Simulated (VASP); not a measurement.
## Sn: single point with r2SCAN

Crystal: Sn.

```
CELL_PARAMETERS angstrom
-1.66644 1.70779 2.18280
1.79387 -1.85892 2.39165
1.69371 1.88544 -2.29756
ATOMIC_POSITIONS crystal
Sn 0.00000 0.00000 0.00000
```

- Program: VASP 6.6.1
- Task: single point
- Functional: r2SCAN
- Potentials or basis: VASP PAW PBE potentials, release 64 (Sn_d)
- Cutoff: 520 eV
- k mesh: 6 × 5 × 6
- Occupations: fermi-dirac, width 0.05 eV
- Spin: no spin polarisation
- Dipole correction: no
- Further INCAR settings: ALGO = Normal; EDIFF = 1e-07; NBANDS = 13

```yaml
Pressure: -2.4 GPa
Band_gap_on_the_k_mesh: zero (band 7 reaches 14.04 eV, above the bottom of band 8 at 5.40 eV)
```

Stress tensor (GPa, compression positive):
```
-4.46  0.04  0.23
 0.04 -1.10 -1.35
 0.23 -1.35 -1.58
```

Levels at points of the mesh, in eV from the Fermi level:
```tsv
k point	band 3	band 4	band 5	band 6	band 7	band 8	band 9	band 10	band 11	band 12
(0.00, 0.00, 0.00)	-22.13	-22.11	-22.06	-11.26	6.66	7.70	8.91	10.94	11.83	11.85
(0.50, 0.00, 0.00)	-22.13	-22.04	-21.99	-6.51	-4.48	4.94	6.19	9.59	10.54	10.83
(0.00, 0.00, 0.50)	-22.03	-22.02	-21.99	-5.58	-3.91	1.62	3.99	5.53	7.65	20.15
(0.50, 0.00, 0.50)	-22.13	-22.04	-21.99	-6.30	-4.42	4.52	5.90	9.09	10.00	10.87
```

Run time: 3.2 min on 1 thread of AMD EPYC 7R13, with other jobs on the host, peak memory 0.15 GiB.

Caveat: the k points lie up to 0.44 Å⁻¹ apart; the PAW data sets were made with another functional, which shifts forces and pressure a little; spin-orbit coupling is left out, which moves the levels of the heavy elements.
